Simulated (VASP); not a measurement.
# SiC (Cmcm) in VASP: further runs

Runs on SiC. Level: PBE. Tasks: single point, relaxation of cell and atoms.

Program: VASP 6.6.1. These are calculated values, not measurements. Logs are shortened: lines on timing, memory, paths and dates and some standing lists are left out, and cuts for length are marked.

## 1. The cell of the first run

The structure is orthorhombic, space group Cmcm (No. 63). The conventional cell has a = 3.149 Å, b = 8.309 Å, c = 3.128 Å, α = 90.00°, β = 90.00°, γ = 90.00°. Within 3.0 Å of Si (site symmetry m2m) lie 7 C at 2.27 to 2.53 Å and 6 Si at 2.81 to 2.89 Å. Within 2.4 Å of C (site symmetry m2m) lie 2 C at 1.77 Å and 6 Si at 2.27 to 2.36 Å.

## 2. Single point, PBE

Input file INCAR:

```
SYSTEM = SiC
PREC = Accurate
ENCUT = 520
EDIFF = 1E-6
ISMEAR = 0
SIGMA = 0.1
LREAL = .FALSE.
LASPH = .TRUE.
NELM = 100
ALGO = Normal
ISIF = 2
LWAVE = .FALSE.
LCHARG = .FALSE.
GGA = PE
NBANDS = 16
```

Input file KPOINTS:

```
regular mesh
0
G
  6 6 6
  0 0 0
```

Input file POSCAR:

```
SiC
1.0
    1.5746186512     -4.1546525898      0.0000000000
    1.5746186512      4.1546525898      0.0000000000
    0.0000000000      0.0000000000      3.1279586720
Si C
2 2
Direct
    0.8540000000      0.1460000000      0.7500000000
    0.1460000000      0.8540000000      0.2500000000
    0.5500000000      0.4500000000      0.7500000000
    0.4500000000      0.5500000000      0.2500000000
```

Potentials or basis: VASP PAW PBE potentials, release 64 (Si, C).

Launch:

```sh
$ cat potpaw_PBE.64/Si/POTCAR potpaw_PBE.64/C/POTCAR > POTCAR
$ mpirun -np 1 vasp_std > vasp.out
```

OUTCAR:

```text
SYSTEM = SiC
   PREC = Accurate
   ENCUT = 520
   EDIFF = 1E-6
   ISMEAR = 0
   LREAL = .FALSE.
   LASPH = .TRUE.
   NELM = 100
   ISIF = 2
   GGA = PE

 ion  position               nearest neighbor table
   1  0.854  0.146  0.750-   3 2.27   3 2.27   4 2.36   4 2.36   4 2.36   4 2.36   3 2.53   2 2.81
                             2 2.81   2 2.81   2 2.81   2 2.89   2 2.89
   2  0.146  0.854  0.250-   4 2.27   4 2.27   3 2.36   3 2.36   3 2.36   3 2.36   4 2.53   1 2.81
                             1 2.81   1 2.81   1 2.81   1 2.89   1 2.89
   3  0.550  0.450  0.750-   4 1.77   4 1.77   1 2.27   1 2.27   2 2.36   2 2.36   2 2.36   2 2.36
                             1 2.53
   4  0.450  0.550  0.250-   3 1.77   3 1.77   2 2.27   2 2.27   1 2.36   1 2.36   1 2.36   1 2.36
                             2 2.53

  LATTYP: Found a base centered orthorhombic cell.
 ALAT       =     3.1492373024
 B/A-ratio  =     2.6385135135
 C/A-ratio  =     0.9932432433

  Lattice vectors:

 A1 = (   1.5746186512,  -4.1546525898,   0.0000000000)
 A2 = (   1.5746186512,   4.1546525898,   0.0000000000)
 A3 = (   0.0000000000,   0.0000000000,   3.1279586720)

Analysis of symmetry for initial positions (statically):
=====================================================================
 Subroutine PRICEL returns:
 Original cell was already a primitive cell.

 Routine SETGRP: Setting up the symmetry group for a
 base centered orthorhombic supercell.

 Subroutine GETGRP returns: Found  8 space group operations
 (whereof  4 operations were pure point group operations)
 out of a pool of  8 trial point group operations.

The static configuration has the point symmetry C_2h.
 The point group associated with its full space group is D_2h.

Analysis of symmetry for dynamics (positions and initial velocities):
=====================================================================
 Subroutine PRICEL returns:
 Original cell was already a primitive cell.

 Routine SETGRP: Setting up the symmetry group for a
 base centered orthorhombic supercell.

 Subroutine GETGRP returns: Found  8 space group operations
 (whereof  4 operations were pure point group operations)
 out of a pool of  8 trial point group operations.

The dynamic configuration has the point symmetry C_2h.
 The point group associated with its full space group is D_2h.

 Subroutine INISYM returns: Found  8 space group operations
 (whereof  4 operations are pure point group operations),
 and found     1 'primitive' translations

----------------------------------------------------------------------------------------

                                     Primitive cell

  volume of cell :      40.9262

  direct lattice vectors                    reciprocal lattice vectors
     1.574618651 -4.154652590  0.000000000     0.317537202 -0.120347006  0.000000000
     1.574618651  4.154652590  0.000000000     0.317537202  0.120347006  0.000000000
     0.000000000  0.000000000  3.127958672     0.000000000  0.000000000  0.319697319

  length of vectors
     4.443035228  4.443035228  3.127958672     0.339578086  0.339578086  0.319697319

  position of ions in fractional coordinates (direct lattice)
     0.854000000  0.146000000  0.750000000
     0.146000000  0.854000000  0.250000000
     0.550000000  0.450000000  0.750000000
     0.450000000  0.550000000  0.250000000

  ion indices of the primitive-cell ions
   primitive index   ion index
                 1           1
                 2           2
                 3           3
                 4           4

----------------------------------------------------------------------------------------

 KPOINTS: regular mesh

Automatic generation of k-mesh.
 Grid dimensions read from file:
 generate k-points for:    6    6    6

 Generating k-lattice:

  Cartesian coordinates                     Fractional coordinates (reciprocal lattice)
     0.052922867 -0.020057834  0.000000000     0.166666667  0.000000000  0.000000000
     0.052922867  0.020057834  0.000000000     0.000000000  0.166666667  0.000000000
     0.000000000  0.000000000  0.053282886     0.000000000  0.000000000  0.166666667

  Length of vectors
     0.056596348  0.056596348  0.053282886

  Shift w.r.t. Gamma in fractional coordinates (k-lattice)
     0.000000000  0.000000000  0.000000000

 Subroutine IBZKPT returns following result:
 ===========================================

 Found     52 irreducible k-points:

 Following reciprocal coordinates:
            Coordinates               Weight
  0.000000  0.000000  0.000000      1.000000
  0.166667 -0.000000  0.000000      4.000000
  0.333333  0.000000  0.000000      4.000000
  0.500000 -0.000000  0.000000      2.000000
  0.166667  0.166667  0.000000      2.000000
  0.333333  0.166667  0.000000      4.000000
[... 16 lines left out ...]
  0.333333  0.333333  0.166667      4.000000
  0.500000  0.333333  0.166667      8.000000
 [... further k-points ...]
   k-points           NKPTS =     52   k-points in BZ     NKDIM =     52   number of bands    NBANDS=     16
   number of dos      NEDOS =    301   number of ions     NIONS =      4
   total plane-waves  NPLWV =  31104
   dimension x,y,z NGX =    36 NGY =   36 NGZ =   24
   dimension x,y,z NGXF=    72 NGYF=   72 NGZF=   48
   ions per type =               2   2
   NGX,Y,Z   is equivalent  to a cutoff of  13.47, 13.47, 12.76 a.u.
   NGXF,Y,Z  is equivalent  to a cutoff of  26.94, 26.94, 25.51 a.u.
 SYSTEM =  SiC
   PREC   = accura    normal or accurate (medium, high low for compatibility)
   ISTART =      0    job   : 0-new  1-cont  2-samecut
   ICHARG =      2    charge: 1-file 2-atom 10-const
   ISPIN  =      1    spin polarized calculation?
   LNONCOLLINEAR =      F non collinear calculations
   LSORBIT =      F    spin-orbit coupling
   LASPH  =      T    aspherical Exc in radial PAW
   ENCUT  =  520.0 eV  38.22 Ry    6.18 a.u.   8.26  8.26  5.82*2*pi/ulx,y,z
   NELM   =    100;   NELMIN=  2; NELMDL= -5     # of ELM steps
   EDIFF  = 0.1E-05   stopping-criterion for ELM
   LREAL  =      F    real-space projection
   EDIFFG = 0.1E-04   stopping-criterion for IOM
   NSW    =      0    number of steps for IOM
   IBRION =     -1    ionic relax: 0-MD 1-quasi-New 2-CG
   NFREE  =      0    steps in history (QN), initial steepest desc. (CG)
   ISIF   =      2    stress and relaxation
   ISYM   =      2    0-nonsym 1-usesym 2-fastsym
   POTIM  = 0.5000    time-step for ionic-motion
   TEBEG  =    0.0;   TEEND  =   0.0 temperature during run
   PSTRESS=    0.0 pullay stress
   NELECT =      16.0000    total number of electrons
   NUPDOWN=      -1.0000    fix difference up-down
   EMIN   =  10.00;   EMAX   =-10.00  energy-range for DOS
   EFERMI =   0.00;   METHOD = LEGACY
   ISMEAR =     0;   SIGMA  =   0.10  broadening in eV -4-tet -1-fermi 0-gaus
   EFERMI_NEDOS =   21; number of points for ismear=-14 and -15
   IALGO  =     38    algorithm
   IMIX   =      4    mixing-type and parameters
     AMIX     =   0.40;   BMIX     =  1.00
     AMIX_MAG =   1.60;   BMIX_MAG =  1.00
  volume/ion in A,a.u.               =      10.23        69.05
  Fermi-wavevector in a.u.,A,eV,Ry     =   1.197056  2.262108 19.496373  1.432943
  Thomas-Fermi vector in A             =   2.332981
   LORBIT       =      0    0 simple, 1 ext, 2 COOP (PROOUT), +10 PAW based schemes
   GGA     = PE    functional components
   LHFCALC =     F    Hartree Fock is set to
   AEXX    =    0.0000 exact exchange contribution
   IVDW    =     0    specifies the selected vdW correction
   LEPSILON=     F    determine dielectric tensor
   LRPA    =     F    only Hartree local field effects (RPA)
 non-spin polarized calculation
 Gauss-broadening in eV      SIGMA  =   0.10
  energy-cutoff  :      520.00
  volume of cell :       40.93
 maximum number of plane-waves:      1122
 NGX is ok and might be reduce to    36
   NGX = 17   NGY = 17   NGZ = 11

 number of electron      15.9999999 magnetization

 Free energy of the ion-electron system (eV)
  ---------------------------------------------------
  ext. energy  EPLUGINS =         0.00000000
  ---------------------------------------------------
  free energy    TOTEN  =       -21.27928805 eV

  energy without entropy =      -21.27282098  energy(sigma->0) =      -21.27605452

 E-fermi :  10.2020     XC(G=0): -11.8676

 val. band max:       10.1553600320   @ k =   0.5000  -0.0000   0.3333
 cond. band min:      10.2067375512   @ k =   0.1667  -0.0000   0.3333
 fundamental gap:      0.0513775192
 Fermi energy:        10.2019825616

 k-point     1 :       0.0000    0.0000    0.0000
  band No.  band energies     occupation
      1      -7.7265      2.00000
      2       1.0644      2.00000
      3       1.3300      2.00000
      4       3.3833      2.00000
      5       4.9368      2.00000
      6       6.7425      2.00000
[... 8 lines left out ...]
     15      20.8921      0.00000
     16      21.0492      0.00000

 k-point     2 :       0.1667   -0.0000    0.0000
  band No.  band energies     occupation
      1      -7.3755      2.00000
      2       0.3478      2.00000
      3       2.1166      2.00000
      4       3.4760      2.00000
      5       3.5836      2.00000
      6       6.8116      2.00000
[... 8 lines left out ...]
     15      18.4092      0.00000
     16      18.7705      0.00000

 k-point     3 :       0.3333    0.0000    0.0000
  band No.  band energies     occupation
      1      -6.4351      2.00000
      2      -0.7257      2.00000
      3       0.9937      2.00000
      4       3.5631      2.00000
      5       4.0390      2.00000
      6       6.1026      2.00000
[... 8 lines left out ...]
     15      16.9655      0.00000
     16      18.7867      0.00000

 k-point     4 :       0.5000   -0.0000    0.0000
  band No.  band energies     occupation
      1      -5.6795      2.00000
      2      -1.9339      2.00000
      3       1.2862      2.00000
      4       2.4687      2.00000
      5       4.3035      2.00000
      6       8.2474      2.00000
[... 8 lines left out ...]
     15      17.9578      0.00000
     16      18.3468      0.00000
[... 324 lines left out ...]
 k-point    22 :      -0.1667    0.1667    0.1667
  band No.  band energies     occupation
      1      -7.2383      2.00000
      2      -0.4760      2.00000
      3       1.0661      2.00000
      4       3.9562      2.00000
      5       5.1827      2.00000
      6       8.1129      2.00000
[... 8 lines left out ...]
     15      18.7011      0.00000
     16      19.6108      0.00000

 k-point    23 :       0.3333    0.3333    0.1667
  band No.  band energies     occupation
      1      -5.7404      2.00000
      2      -0.9988      2.00000
      3      -0.2224      2.00000
      4       2.0735      2.00000
      5       6.9241      2.00000
      6       7.1193      2.00000
[... 8 lines left out ...]
     15      17.4723      0.00000
     16      17.6706      0.00000

 k-point    24 :       0.5000    0.3333    0.1667
  band No.  band energies     occupation
      1      -6.5273      2.00000
      2      -1.9789      2.00000
      3       1.5368      2.00000
      4       2.5345      2.00000
      5       6.6879      2.00000
      6       8.3931      2.00000
[... 8 lines left out ...]
     15      17.4653      0.00000
     16      18.1670      0.00000

 [... further k-points ...]
[... 5 lines left out ...]
  --------------------------------------------------------------------------------------
  -------------------------------------------------------------------------------------
  Total       -0.7651680      4.2431266     -2.1680293      0.0000000     -0.0000000      0.0000000
  in kB      -29.9547883    166.1098794    -84.8739914      0.0000000     -0.0000000      0.0000000
  external PRESSURE =      17.0936999 kB  Pullay stress =       0.0000000 kB

 VOLUME and BASIS-vectors are now :
 -----------------------------------------------------------------------------
  energy-cutoff  :      520.00
  volume of cell :       40.93
      direct lattice vectors                 reciprocal lattice vectors
     1.574618651 -4.154652590  0.000000000     0.317537202 -0.120347006  0.000000000
     1.574618651  4.154652590  0.000000000     0.317537202  0.120347006  0.000000000
     0.000000000  0.000000000  3.127958672     0.000000000  0.000000000  0.319697319

 POSITION                                       TOTAL-FORCE (eV/Angst)
 -----------------------------------------------------------------------------------
      1.57462     -2.94149      2.34597         0.000000      0.698881      0.000000
      1.57462      2.94149      0.78199         0.000000     -0.698881     -0.000000
      1.57462     -0.41547      2.34597         0.000000      0.473227     -0.000000
      1.57462      0.41547      0.78199         0.000000     -0.473227     -0.000000
 -----------------------------------------------------------------------------------
    total drift:                                0.000000      0.000000      0.000000

  FREE ENERGIE OF THE ION-ELECTRON SYSTEM (eV)
  ---------------------------------------------------
  free  energy   TOTEN  =       -21.2792880482 eV

  energy  without entropy=      -21.2728209830  energy(sigma->0) =      -21.27605452
```

Run time: 11 s. Hardware: 1 thread of Intel Xeon 6975P-C (Granite Rapids), shared host; peak memory 0.18 GiB.

What came out:

* Free energy: -21.2793 eV
* Pressure: 1.7 GPa
* Largest force: 0.699 eV/Å
* Band gap on the k mesh: zero (band 8 reaches 11.86 eV, above the bottom of band 9 at 8.22 eV)

Forces on the atoms (eV/Å):
```
Si   0.000  0.699  0.000
Si   0.000 -0.699  0.000
C    0.000  0.473  0.000
C    0.000 -0.473  0.000
```

Stress tensor (GPa, compression positive):
```
-3.00  0.00  0.00
 0.00 16.61  0.00
 0.00  0.00 -8.49
```

(Part 1 of 2 ends here.)
